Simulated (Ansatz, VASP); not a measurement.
Given: the input of a run of Ansatz 0.2.0 on FeNi2.

File input.yaml:

```yaml
crystal:
  lattice:
    - [0.0, 3.296768897, 3.296768897]
    - [3.296768897, 0.0, 3.296768897]
    - [3.296768897, 3.296768897, 0.0]
  atoms:
    - { symbol: Ni, position: [0.625, 0.625, 0.625], spin: 1.0 }
    - { symbol: Ni, position: [0.125, 0.625, 0.625], spin: 1.0 }
    - { symbol: Ni, position: [0.625, 0.125, 0.625], spin: 1.0 }
    - { symbol: Ni, position: [0.625, 0.625, 0.125], spin: 1.0 }
    - { symbol: Fe, position: [0.0, 0.0, 0.0], spin: 3.0 }
    - { symbol: Fe, position: [0.25, 0.25, 0.25], spin: 3.0 }
hamiltonian:
  xc: pbe
  pseudopotentials: { kind: paw }
magnetization:
  spin_polarized: true
kpoints:
  mp_grid: { grid: [7, 7, 7] }
scf:
  occupations: { method: fermi_dirac, width: 0.05 }
output:
  forces: true
  stress: true
  eigenvalues: true
```

Potentials or basis: Ansatz PAW.

Launch:

```console
$ ansatz run input.yaml --threads 2 --pin off --max-ram 5120MiB --backend cpu --events-out ev --progress --plain --runs-dir out
```

**Question.** Set up the same calculation for VASP 6.6.1. Potentials there: VASP PAW PBE potentials, release 64 (Ni_sv_GW, Fe_sv).

**Answer.** As run (the cutoff follows the program's own potentials):

Contents of INCAR:

```
SYSTEM = FeNi2
  ALGO = Normal
  EDIFF = 1E-6
  ENCUT = 690
  GGA = PE
  GGA_COMPAT = .FALSE.
  ISIF = 2
  ISMEAR = -1
  ISPIN = 2
  LASPH = .TRUE.
  LCHARG = .FALSE.
  LMAXMIX = 4
  LORBIT = 11
  LREAL = .FALSE.
  LWAVE = .FALSE.
  MAGMOM = 1 1 1 1 3 3
  NBANDS = 65
  NELM = 200
  PREC = Accurate
  SIGMA = 0.05
```

KPOINTS

```
k-points
0
G
  7 7 7
  0 0 0
```

Contents of POSCAR:

```
FeNi2
1.0
    0.0000000000      3.2967688970      3.2967688970
    3.2967688970      0.0000000000      3.2967688970
    3.2967688970      3.2967688970      0.0000000000
Ni Fe
4 2
Direct
    0.6250000000      0.6250000000      0.6250000000
    0.1250000000      0.6250000000      0.6250000000
    0.6250000000      0.1250000000      0.6250000000
    0.6250000000      0.6250000000      0.1250000000
    0.0000000000      0.0000000000      0.0000000000
    0.2500000000      0.2500000000      0.2500000000
```

Potentials or basis: VASP PAW PBE potentials, release 64 (Ni_sv_GW, Fe_sv).

Run with:

```bash
$ cat potpaw_PBE.64/Ni_sv_GW/POTCAR potpaw_PBE.64/Fe_sv/POTCAR > POTCAR
$ mpirun -np 1 vasp_std > vasp.out
```

Both were run:

|  | VASP | Ansatz | Ansatz less VASP |
| --- | --- | --- | --- |
| gap on the k mesh at the Fermi level (eV) | none | none | - |
| pressure (GPa) | -4.5 | -3.4 | +1.13 |
| net moment per atom (μB) | 1.33 | 1.33 | 0.000 |
| size of the moment on the site where the two differ most (μB) | 2.88 | 2.99 | +0.117 |

Site moments also hang on the region over which each program counts them. A gap of «none» marks a metal or a gap that the smearing closes. With one functional, cell and mesh, what is left measures potentials, basis and numerics.
